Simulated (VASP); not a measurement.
Set up this calculation in VASP 6.6.1, as the native input.

| Property | Result |
| --- | --- |
| Task | single point |
| Functional | PBE |
| Potentials or basis | VASP PAW PBE potentials, release 64 (Co) |
| Cutoff | 520 eV |
| k mesh | 12 × 12 × 7 |
| Occupations | gaussian, width 0.012 eV |
| Spin | collinear spin, ferromagnetic start |
| Starting moments | [2.0, 2.0] μB |
| Dipole correction | no |
| Further INCAR settings | ALGO = Fast; EDIFF = 1e-07; NBANDS = 20 |

The structure of Co lies in POSCAR:

```
Co
1.0
    2.4719999032      0.0000000000      0.0000000000
   -1.2359999516      2.1408147143      0.0000000000
    0.0000000000      0.0000000000      4.0211440800
Co
2
Direct
    0.6666666667      0.3333333333      0.7500000000
    0.3333333333      0.6666666667      0.2500000000
```

The input as run:

INCAR

```
PREC = Accurate ; ENCUT = 520
EDIFF = 1E-7 ; ISMEAR = 0
SIGMA = 0.012 ; LREAL = F
LASPH = T ; NELM = 150
ALGO = Fast ; ISIF = 2
LWAVE = F ; LCHARG = F
ISPIN = 2 ; MAGMOM = 2 2
LORBIT = 11 ; LMAXMIX = 4
GGA = PE ; NBANDS = 20
```

KPOINTS

```
regular mesh
0
Gamma
  12 12 7
```

Potentials or basis: VASP PAW PBE potentials, release 64 (Co).

Launch:

```bash
$ cat potpaw_PBE.64/Co/POTCAR > POTCAR
$ mpirun -np 1 vasp_std > vasp.out
```

It gave:

The pressure is 4.1 GPa and the net moment is 3.22 μB per cell. The site moments are Co +1.62 μB and the valence electrons inside the program's atomic spheres are Co 8.31.

It took 41 s on 1 thread of Intel(R) Xeon(R) Platinum 8559C (Emerald Rapids), with other jobs on the host, peak memory 0.16 GiB.
